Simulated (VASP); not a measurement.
# Ti12H (a cell with a defect) in VASP: notebook

Runs on Ti12H (a cell with a defect). Level: PBE. Tasks: relaxation of the atoms, single point.

Program: VASP 6.6.1. These are calculated values, not measurements. Logs are shortened: lines on timing, memory, paths and dates and some standing lists are left out, and cuts for length are marked.

## 1. The cell of the first run

The cell holds a defect, 13 atoms: a = 5.900 Å, b = 8.850 Å, c = 4.685 Å, α = 90.00°, β = 90.00°, γ = 120.00°.

## 2. Relaxation of the atoms, PBE

Contents of INCAR:

```
SYSTEM = Ti12H
PREC = Accurate ; ENCUT = 520
EDIFF = 1E-6 ; ISMEAR = -1
SIGMA = 0.15 ; LREAL = .FALSE.
LASPH = .TRUE. ; NELM = 60
ALGO = Normal ; ISIF = 2
LWAVE = .FALSE. ; LCHARG = .FALSE.
GGA = PE ; IBRION = 2
NSW = 45 ; EDIFFG = -0.08
KPAR = 2
```

Contents of KPOINTS:

```
Automatic mesh
0
G
  2 2 2
  0 0 0
```

Contents of POSCAR:

```
Ti12H
1.0
    5.9000000000      0.0000000000      0.0000000000
   -4.4250000000      7.6643250000      0.0000000000
    0.0000000000      0.0000000000      4.6846000000
Ti H
12 1
Direct
    0.0000000000      0.0000000000      0.0000000000
    0.1666667000      0.2222222000      0.5000000000
    0.0000000000      0.3333333000      0.0000000000
    0.1666667000      0.5555556000      0.5000000000
    0.0000000000      0.6666667000      0.0000000000
    0.1666667000      0.8888889000      0.5000000000
    0.5000000000      0.0000000000      0.0000000000
    0.6666667000      0.2222222000      0.5000000000
    0.5000000000      0.3333333000      0.0000000000
    0.6666667000      0.5555556000      0.5000000000
    0.5000000000      0.6666667000      0.0000000000
    0.6666667000      0.8888889000      0.5000000000
    0.5106641000      0.0015136000      0.6218370000
```

Potentials or basis: VASP PAW PBE potentials, release 64 (Ti_sv, H).

On the command line:

```bash
> cat potpaw_PBE.64/Ti_sv/POTCAR potpaw_PBE.64/H/POTCAR > POTCAR
> mpirun -np 2 vasp_std > vasp.out
```

OUTCAR:

```text
SYSTEM = Ti12H
   PREC = Accurate
   ENCUT = 520
   EDIFF = 1E-6
   ISMEAR = -1
   LREAL = .FALSE.
   LASPH = .TRUE.
   NELM = 60
   ISIF = 2
   GGA = PE
   IBRION = 2
   NSW = 45
   EDIFFG = -0.08

 ion  position               nearest neighbor table
   1  0.000  0.000  0.000-  12 2.90  12 2.90   2 2.90   2 2.90   6 2.90   6 2.90
   2  0.167  0.222  0.500-   9 2.90   9 2.90   1 2.90   1 2.90   3 2.90   3 2.90
   3  0.000  0.333  0.000-   8 2.90   8 2.90   2 2.90   2 2.90   4 2.90   4 2.90
   4  0.167  0.556  0.500-  11 2.90  11 2.90   5 2.90   5 2.90   3 2.90   3 2.90
   5  0.000  0.667  0.000-  10 2.90  10 2.90   6 2.90   6 2.90   4 2.90   4 2.90
   6  0.167  0.889  0.500-  13 1.85   7 2.90   7 2.90   5 2.90   5 2.90   1 2.90   1 2.90
   7  0.500  0.000  0.000-  13 1.77   6 2.90   6 2.90   8 2.90   8 2.90  12 2.90  12 2.90
   8  0.667  0.222  0.500-  13 1.79   3 2.90   3 2.90   7 2.90   7 2.90   9 2.90   9 2.90
   9  0.500  0.333  0.000-   2 2.90   2 2.90   8 2.90   8 2.90  10 2.90  10 2.90
  10  0.667  0.556  0.500-   5 2.90   5 2.90  11 2.90  11 2.90   9 2.90   9 2.90
  11  0.500  0.667  0.000-   4 2.90   4 2.90  12 2.90  12 2.90  10 2.90  10 2.90
  12  0.667  0.889  0.500-  13 1.76   1 2.90   1 2.90  11 2.90  11 2.90   7 2.90   7 2.90
  13  0.511  0.002  0.622-  12 1.76   7 1.77   8 1.79   6 1.85

  LATTYP: Found a simple monoclinic cell.
 ALAT       =     5.9000000000
 B/A-ratio  =     0.7940000000
 C/A-ratio  =     1.3228756849
 COS(beta)  =    -0.1889822323

  Lattice vectors:

 A1 = (   5.9000000000,   0.0000000000,   0.0000000000)
 A2 = (   0.0000000000,   0.0000000000,   4.6846000000)
 A3 = (  -1.4750000000,  -7.6643250000,   0.0000000000)

Analysis of symmetry for initial positions (statically):
=====================================================================
 Subroutine PRICEL returns:
 Original cell was already a primitive cell.

 Routine SETGRP: Setting up the symmetry group for a
 simple monoclinic supercell.

 Subroutine GETGRP returns: Found  1 space group operations
 (whereof  1 operations were pure point group operations)
 out of a pool of  4 trial point group operations.

The static configuration has the point symmetry C_1 .

Analysis of symmetry for dynamics (positions and initial velocities):
=====================================================================
 Subroutine PRICEL returns:
 Original cell was already a primitive cell.

 Routine SETGRP: Setting up the symmetry group for a
 simple monoclinic supercell.

 Subroutine GETGRP returns: Found  1 space group operations
 (whereof  1 operations were pure point group operations)
 out of a pool of  4 trial point group operations.

The dynamic configuration has the point symmetry C_1 .

 Subroutine INISYM returns: Found  1 space group operations
 (whereof  1 operations are pure point group operations),
 and found     1 'primitive' translations

----------------------------------------------------------------------------------------

                                     Primitive cell

  volume of cell :     211.8354

  direct lattice vectors                    reciprocal lattice vectors
     5.900000000  0.000000000  0.000000000     0.169491525  0.097855976  0.000000000
    -4.425000000  7.664325000  0.000000000     0.000000000  0.130474634  0.000000000
     0.000000000  0.000000000  4.684600000     0.000000000  0.000000000  0.213465397

  length of vectors
     5.900000000  8.850000153  4.684600000     0.195711955  0.130474634  0.213465397

  position of ions in fractional coordinates (direct lattice)
     0.000000000  0.000000000  0.000000000
     0.166666700  0.222222200  0.500000000
     0.000000000  0.333333300  0.000000000
     0.166666700  0.555555600  0.500000000
     0.000000000  0.666666700  0.000000000
     0.166666700  0.888888900  0.500000000
     0.500000000  0.000000000  0.000000000
     0.666666700  0.222222200  0.500000000
     0.500000000  0.333333300  0.000000000
     0.666666700  0.555555600  0.500000000
     0.500000000  0.666666700  0.000000000
     0.666666700  0.888888900  0.500000000
     0.510664100  0.001513600  0.621837000

  ion indices of the primitive-cell ions
   primitive index   ion index
                 1           1
                 2           2
                 3           3
                 4           4
                 5           5
                 6           6
                 7           7
                 8           8
                 9           9
                10          10
                11          11
                12          12
                13          13

----------------------------------------------------------------------------------------

 KPOINTS: Automatic mesh

Automatic generation of k-mesh.
 Grid dimensions read from file:
 generate k-points for:    2    2    2

 Generating k-lattice:

  Cartesian coordinates                     Fractional coordinates (reciprocal lattice)
     0.084745763  0.048927988  0.000000000     0.500000000  0.000000000  0.000000000
     0.000000000  0.065237317  0.000000000     0.000000000  0.500000000  0.000000000
     0.000000000  0.000000000  0.106732699     0.000000000  0.000000000  0.500000000

  Length of vectors
     0.097855977  0.065237317  0.106732699

  Shift w.r.t. Gamma in fractional coordinates (k-lattice)
     0.000000000  0.000000000  0.000000000

 Subroutine IBZKPT returns following result:
 ===========================================

 Found      8 irreducible k-points:

 Following reciprocal coordinates:
            Coordinates               Weight
  0.000000  0.000000  0.000000      1.000000
  0.500000  0.000000  0.000000      1.000000
  0.000000  0.500000  0.000000      1.000000
  0.500000  0.500000  0.000000      1.000000
  0.000000  0.000000  0.500000      1.000000
  0.500000  0.000000  0.500000      1.000000
  0.000000  0.500000  0.500000      1.000000
  0.500000  0.500000  0.500000      1.000000
   k-points           NKPTS =      8   k-points in BZ     NKDIM =      8   number of bands    NBANDS=     87
   number of dos      NEDOS =    301   number of ions     NIONS =     13
   total plane-waves  NPLWV = 120960
   dimension x,y,z NGX =    48 NGY =   70 NGZ =   36
   dimension x,y,z NGXF=    96 NGYF=  140 NGZF=   72
   ions per type =              12   1
   NGX,Y,Z   is equivalent  to a cutoff of  13.53, 13.15, 12.78 a.u.
   NGXF,Y,Z  is equivalent  to a cutoff of  27.05, 26.30, 25.55 a.u.
 SYSTEM =  Ti12H
   PREC   = accura    normal or accurate (medium, high low for compatibility)
   ISTART =      0    job   : 0-new  1-cont  2-samecut
   ICHARG =      2    charge: 1-file 2-atom 10-const
   ISPIN  =      1    spin polarized calculation?
   LNONCOLLINEAR =      F non collinear calculations
   LSORBIT =      F    spin-orbit coupling
   LASPH  =      T    aspherical Exc in radial PAW
   ENCUT  =  520.0 eV  38.22 Ry    6.18 a.u.  10.97 16.46  8.71*2*pi/ulx,y,z
   NELM   =     60;   NELMIN=  2; NELMDL= -5     # of ELM steps
   EDIFF  = 0.1E-05   stopping-criterion for ELM
   LREAL  =      F    real-space projection
   EDIFFG = -.8E-01   stopping-criterion for IOM
   NSW    =     45    number of steps for IOM
   IBRION =      2    ionic relax: 0-MD 1-quasi-New 2-CG
   NFREE  =      1    steps in history (QN), initial steepest desc. (CG)
   ISIF   =      2    stress and relaxation
   ISYM   =      2    0-nonsym 1-usesym 2-fastsym
   POTIM  = 0.5000    time-step for ionic-motion
   TEBEG  =    0.0;   TEEND  =   0.0 temperature during run
   PSTRESS=    0.0 pullay stress
   NELECT =     145.0000    total number of electrons
   NUPDOWN=      -1.0000    fix difference up-down
   EMIN   =  10.00;   EMAX   =-10.00  energy-range for DOS
   EFERMI =   0.00;   METHOD = LEGACY
   ISMEAR =    -1;   SIGMA  =   0.15  broadening in eV -4-tet -1-fermi 0-gaus
   EFERMI_NEDOS =   21; number of points for ismear=-14 and -15
   IALGO  =     38    algorithm
   IMIX   =      4    mixing-type and parameters
     AMIX     =   0.40;   BMIX     =  1.00
     AMIX_MAG =   1.60;   BMIX_MAG =  1.00
  volume/ion in A,a.u.               =      16.30       109.96
  Fermi-wavevector in a.u.,A,eV,Ry     =   1.442773  2.726446 28.321806  2.081594
  Thomas-Fermi vector in A             =   2.561256
   LORBIT       =      0    0 simple, 1 ext, 2 COOP (PROOUT), +10 PAW based schemes
   GGA     = PE    functional components
   LHFCALC =     F    Hartree Fock is set to
   AEXX    =    0.0000 exact exchange contribution
   IVDW    =     0    specifies the selected vdW correction
   LEPSILON=     F    determine dielectric tensor
   LRPA    =     F    only Hartree local field effects (RPA)
 conjugate gradient relaxation of ions
 non-spin polarized calculation
  energy-cutoff  :      520.00
  volume of cell :      211.84
 maximum number of plane-waves:      5724
 NGX is ok and might be reduce to    48
   NGX = 21   NGY = 33   NGZ = 17

--------------------------------------- Ionic step        1  -------------------------------------------

 number of electron     145.0000002 magnetization

 Free energy of the ion-electron system (eV)
  ---------------------------------------------------
  ext. energy  EPLUGINS =         0.00000000
  ---------------------------------------------------
  free energy    TOTEN  =       -97.94185144 eV

  energy without entropy =      -96.65189801  energy(sigma->0) =      -97.29687472

------------------------ aborting loop because EDIFF is reached ----------------------------------------

  FORCE on cell =-STRESS in cart. coord.  units (eV):
  Direction    XX          YY          ZZ          XY          YZ          ZX
  --------------------------------------------------------------------------------------
  -------------------------------------------------------------------------------------
  Total       -0.1567362      0.4044775      2.9070338     -0.3669576     -0.0557948     -0.2219818
  in kB       -1.1854448      3.0591906     21.9868101     -2.7754158     -0.4219938     -1.6789183
  external PRESSURE =       7.9535186 kB  Pullay stress =       0.0000000 kB
[... 267 lines left out ...]
  energy  without entropy=      -96.8118995789  energy(sigma->0) =      -97.44833279

--------------------------------------- Ionic step        7  -------------------------------------------

 number of electron     145.0000002 magnetization

 Free energy of the ion-electron system (eV)
  ---------------------------------------------------
  ext. energy  EPLUGINS =         0.00000000
  ---------------------------------------------------
  free energy    TOTEN  =       -98.08645054 eV

  energy without entropy =      -96.81373974  energy(sigma->0) =      -97.45009514

 E-fermi :   8.1590     XC(G=0): -11.4665

 val. band max:        8.1335508137   @ k =   0.0000   0.5000   0.0000
 cond. band min:       8.2415625985   @ k =   0.5000   0.5000   0.5000
 fundamental gap:      0.1080117848
 Fermi energy:         8.1589571328

 k-point     1 :       0.0000    0.0000    0.0000
  band No.  band energies     occupation
      1     -48.6203      2.00000
      2     -48.5589      2.00000
      3     -48.5376      2.00000
      4     -48.5187      2.00000
      5     -48.5004      2.00000
      6     -48.4966      2.00000
[... 685 lines left out ...]
     83       8.6163      0.09054
     84       8.6877      0.05724
 [bands above 84 left out]

------------------------ aborting loop because EDIFF is reached ----------------------------------------

  FORCE on cell =-STRESS in cart. coord.  units (eV):
  Direction    XX          YY          ZZ          XY          YZ          ZX
  --------------------------------------------------------------------------------------
  -------------------------------------------------------------------------------------
  Total       -0.3293757      0.0755689      1.6337349     -0.0938375     -0.0154143     -0.0336408
  in kB       -2.4911716      0.5715515     12.3564506     -0.7097225     -0.1165835     -0.2544360
  external PRESSURE =       3.4789435 kB  Pullay stress =       0.0000000 kB
[... 28 lines left out ...]
  FREE ENERGIE OF THE ION-ELECTRON SYSTEM (eV)
  ---------------------------------------------------
  free  energy   TOTEN  =       -98.0864505366 eV

  energy  without entropy=      -96.8137397404  energy(sigma->0) =      -97.45009514

 reached required accuracy - stopping structural energy minimisation
```

Wall time 13 min (2 MPI ranks of AMD EPYC 7R13 (Zen 3), shared host); peak memory 0.38 GiB.

What came out:

- Free energy: -98.0865 eV
- Energy gained by relaxing: 11.1 meV/atom
- Ionic steps: 7
- Pressure after relaxing: 0.3 GPa
- Largest force after relaxing: 0.045 eV/Å
- Band gap on the k mesh: zero (an odd number of electrons rules out a gap without spin polarisation)

Forces on the atoms (eV/Å):
```
Ti   0.001  0.013  0.007
Ti   0.005 -0.019  0.022
Ti   0.014 -0.009 -0.011
Ti  -0.025 -0.016  0.029
Ti   0.030 -0.011  0.005
Ti  -0.044  0.001  0.000
Ti   0.002 -0.002 -0.041
Ti  -0.009  0.026 -0.032
Ti   0.007 -0.044  0.010
Ti   0.000  0.016  0.028
Ti   0.002  0.037  0.007
Ti   0.033 -0.014 -0.005
H   -0.016  0.021 -0.019
```

The path:
| step | energy change (eV) | largest force (eV/Å) | pressure (GPa) |
| --- | --- | --- | --- |
| 1 | 0.0000 | 1.0948 | 0.80 |
| 2 | -0.1141 | 0.3825 | 0.46 |
| 3 | -0.1275 | 0.2199 | 0.37 |
| 4 | -0.1346 | 0.1395 | 0.36 |
| 5 | -0.1392 | 0.1973 | 0.36 |
| 6 | -0.1429 | 0.1140 | 0.35 |
| 7 | -0.1446 | 0.0451 | 0.35 |

Final structure:
```cif
data_structure
_symmetry_space_group_name_H-M 'P 1'
_symmetry_Int_Tables_number 1
_cell_length_a 5.9000
_cell_length_b 8.8500
_cell_length_c 4.6846
_cell_angle_alpha 90.000
_cell_angle_beta 90.000
_cell_angle_gamma 120.000
_cell_volume 211.84
loop_
_atom_site_label
_atom_site_type_symbol
_atom_site_fract_x
_atom_site_fract_y
_atom_site_fract_z
_atom_site_occupancy
Ti1 Ti 0.00042 0.99789 0.00289 1
Ti2 Ti 0.16546 0.22200 0.49699 1
Ti3 Ti 0.00328 0.33584 0.00097 1
Ti4 Ti 0.17065 0.55794 0.49877 1
Ti5 Ti 0.99648 0.66547 0.00521 1
Ti6 Ti 0.15434 0.88349 0.49992 1
Ti7 Ti 0.50145 0.99954 0.00989 1
Ti8 Ti 0.67653 0.23401 0.49689 1
Ti9 Ti 0.50098 0.33460 0.00139 1
Ti10 Ti 0.66207 0.55271 0.50185 1
Ti11 Ti 0.50255 0.66613 0.00255 1
Ti12 Ti 0.67353 0.88364 0.49743 1
H1 H 0.50292 0.00158 0.60707 1
```

Caveat: the k points lie up to 0.67 Å⁻¹ apart, too coarse for converged energies and pressures of a metal; the relaxation stopped at a loose force limit of 0.08 eV/Å, so its end isn't a converged minimum.

## 3. Single point, PBE

Contents of INCAR:

```
SYSTEM = Ti12H
PREC     = Accurate       ! precision mode
ENCUT    = 520            ! plane-wave cutoff, eV
EDIFF    = 1E-6           ! SCF threshold, eV
ISMEAR   = -1             ! smearing method
SIGMA    = 0.15           ! smearing width, eV
LREAL    = .False.        ! projectors in reciprocal space
LASPH    = .True.         ! aspherical terms in the spheres
NELM     = 60             ! most SCF steps
ALGO     = Normal         ! electronic algorithm
ISIF     = 2              ! what is computed and relaxed
LWAVE    = .False.        ! write WAVECAR
LCHARG   = .False.        ! write CHGCAR
GGA      = PE             ! functional
NBANDS   = 84             ! bands
```

Contents of KPOINTS:

```
regular mesh
0
Gamma
  2 2 2
  0 0 0
```

Contents of POSCAR:

```
Ti12H
1.0
    5.9000000000      0.0000000000      0.0000000000
   -4.4250000000      7.6643250000      0.0000000000
    0.0000000000      0.0000000000      4.6846000000
Ti H
12 1
Direct
   -0.0897719830     -0.0660462598      0.0569312214
    0.1862434257      0.2812511213      0.5961875080
   -0.0307399983      0.2981997762      0.0977458054
    0.1287067265      0.5640157483      0.5130213892
   -0.0457071900      0.6392604698     -0.0017077232
    0.2058759078      0.9158797415      0.4590146437
    0.4971551208     -0.0317705734     -0.0195107373
    0.7030260381      0.2983172034      0.5466208428
    0.4051042558      0.2748056743      0.0390001281
    0.6882522760      0.5779634867      0.4753447466
    0.4304918095      0.6430964240      0.0261068181
    0.7459356635      0.9201854045      0.6041924604
    0.8633179593      0.1477233807      0.7967169022
```

Potentials or basis: VASP PAW PBE potentials, release 64 (Ti_sv, H).

On the command line:

```bash
> cat potpaw_PBE.64/Ti_sv/POTCAR potpaw_PBE.64/H/POTCAR > POTCAR
> mpirun -np 1 vasp_std > vasp.out
```

Run time: 5 min. Hardware: 1 thread of Intel Xeon Platinum 8259CL at 2.50GHz (Skylake/Cascade Lake), shared host; peak memory 0.38 GiB.

Results (log left out):

| Item | Value |
| --- | --- |
| Free energy | -95.1738 eV |
| Pressure | 3.3 GPa |
| Largest force | 3.078 eV/Å |
| Band gap on the k mesh | zero (an odd number of electrons rules out a gap without spin polarisation) |

Forces on the atoms (eV/Å):
```
Ti   1.216  0.735  1.701
Ti   0.576 -0.422 -0.978
Ti  -0.391  0.541 -0.325
Ti   1.332  1.866  0.191
Ti   0.079 -0.417 -0.260
Ti   0.285 -0.041  0.670
Ti  -1.644  0.574  0.595
Ti  -0.410 -2.475  0.583
Ti   1.065  0.447  0.962
Ti  -1.344  0.818  0.273
Ti   0.397 -0.929  0.029
Ti  -0.691  0.007 -2.999
H   -0.470 -0.704 -0.442
```

Stress tensor (GPa, compression positive):
```
 6.64  0.65 -0.39
 0.65 -2.86  0.26
-0.39  0.26  6.11
```

Levels at points of the mesh, in eV from the Fermi level:
```tsv
k point	band 70	band 71	band 72	band 73	band 74	band 75	band 76	band 77
(0.00, 0.00, 0.00)	-0.30	-0.23	-0.09	0.08	0.27	0.32	0.42	0.47
(0.50, 0.00, 0.00)	-0.32	-0.29	-0.21	-0.16	-0.02	0.05	0.12	0.28
(0.00, 0.50, 0.00)	-0.30	-0.19	-0.07	0.01	0.07	0.30	0.38	0.49
(0.50, 0.50, 0.00)	-0.34	-0.24	-0.16	-0.05	-0.03	0.07	0.24	0.35
(0.00, 0.00, 0.50)	-0.22	-0.09	0.11	0.24	0.34	0.44	0.51	0.69
(0.50, 0.00, 0.50)	-0.35	-0.31	-0.23	-0.13	-0.04	0.09	0.19	0.24
(0.00, 0.50, 0.50)	-0.09	-0.05	0.11	0.27	0.35	0.41	0.46	0.69
(0.50, 0.50, 0.50)	-0.37	-0.28	-0.22	-0.16	-0.02	0.11	0.16	0.26
```

Caveat: the k points lie up to 0.67 Å⁻¹ apart, too coarse for converged energies and pressures of a metal; the atoms stand as in a frame of molecular dynamics.

(Part 1 of 2 ends here.)

The gap in the log of VASP goes by the Fermi energy; the results here count the filled bands.